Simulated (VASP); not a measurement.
A run of VASP 6.6.1 is set up as follows.

File INCAR:

```
SYSTEM = Al
  ALGO = Normal
  EDIFF = 1E-6
  EDIFFG = -0.005
  ENCUT = 600
  GGA = PS
  IBRION = 2
  ISIF = 3
  ISMEAR = -1
  LASPH = .TRUE.
  LCHARG = .FALSE.
  LREAL = .FALSE.
  LWAVE = .FALSE.
  NELM = 60
  NSW = 80
  PREC = Accurate
  SIGMA = 0.05
```

KPOINTS

```
k-points
0
G
  11 11 11
  0 0 0
```

Contents of POSCAR:

```
Al
1.0
    0.0000000000      2.0248050000      2.0248050000
    2.0248050000      0.0000000000      2.0248050000
    2.0248050000      2.0248050000      0.0000000000
Al
1
Direct
    0.0000000000      0.0000000000      0.0000000000
```

Potentials or basis: VASP PAW PBE potentials, release 64 (Al).

Run with:

```console
$ cat potpaw_PBE.64/Al/POTCAR > POTCAR
$ mpirun -np 1 vasp_std > vasp.out
```

Question: Estimate the relaxed cell.

Answer: a = 2.841 Å, b = 2.841 Å, c = 2.841 Å, α = 60.00°, β = 60.00°, γ = 60.00°.

Question: Predict the space group after relaxing (to 0.05 Å).

Answer: Fm-3m (No. 225).

Final structure:
```
Al
1.0
     0.00000    2.00892    2.00892
     2.00892    0.00000    2.00892
     2.00892    2.00892    0.00000
Al
1
Direct
  0.00000 0.00000 0.00000
```

Caveat: the PAW data sets were made with another functional, which shifts forces and pressure a little.

The cell as given is a measured one (16.60 Å³/atom); PBEsol puts the equilibrium volume -2.3 % from it, thermal expansion not counted.
